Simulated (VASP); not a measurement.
Set up this calculation in VASP 6.6.1, as the native input.

```yaml
Task: single point
Functional: PBE
Potentials_or_basis: VASP PAW PBE potentials, release 64 (Cr_sv)
Cutoff: 700 eV
k_mesh: 9 × 9 × 5
Occupations: fermi-dirac, width 0.05 eV
Spin: collinear spin, ferromagnetic start
Starting_moments: "[3.75, 3.75] μB"
Fixed_moment: 7.5 μB
Dipole_correction: no
Further_INCAR_settings: ALGO = Normal; EDIFF = 1e-06; NBANDS = 25
```

The structure of Cr lies in POSCAR:

```
Cr
1.0
    2.7140000000      0.0000000000      0.0000000000
   -1.3570000000      2.3503929459      0.0000000000
    0.0000000000      0.0000000000      4.4100000000
Cr
2
Direct
    0.6666666667      0.3333333333      0.7500000000
    0.3333333333      0.6666666667      0.2500000000
```

This isn't the form of Cr at room conditions, which is bcc.

The input as run:

INCAR

```
ALGO = Normal
EDIFF = 1E-6
ENCUT = 700
GGA = PE
GGA_COMPAT = False
ISIF = 2
ISMEAR = -1
ISPIN = 2
LASPH = True
LCHARG = False
LMAXMIX = 4
LORBIT = 11
LREAL = False
LWAVE = False
MAGMOM = 3.75 3.75
NBANDS = 25
NELM = 200
NUPDOWN = 7.5
PREC = Accurate
SIGMA = 0.05
```

KPOINTS

```
k-points
0
Gamma
  9 9 5
```

Potentials or basis: VASP PAW PBE potentials, release 64 (Cr_sv).

Launch:

```bash
$ cat potpaw_PBE.64/Cr_sv/POTCAR > POTCAR
$ mpirun -np 1 vasp_std > vasp.out
```

Results of the run:

```yaml
Pressure: 26.7 GPa
Net_moment: 7.50 μB per cell
Site_moments: Cr +3.02 μB
Valence_electrons_inside_the_program's_atomic_spheres: Cr 11.81
```

Caveat: the cell stands under pressure; the total moment is fixed, so each spin has its own Fermi level and the state may be an excited one.

Run time: 53 s on 1 thread of Intel(R) Xeon(R) Platinum 8559C (Emerald Rapids), on a shared host, peak memory 0.2 GiB.
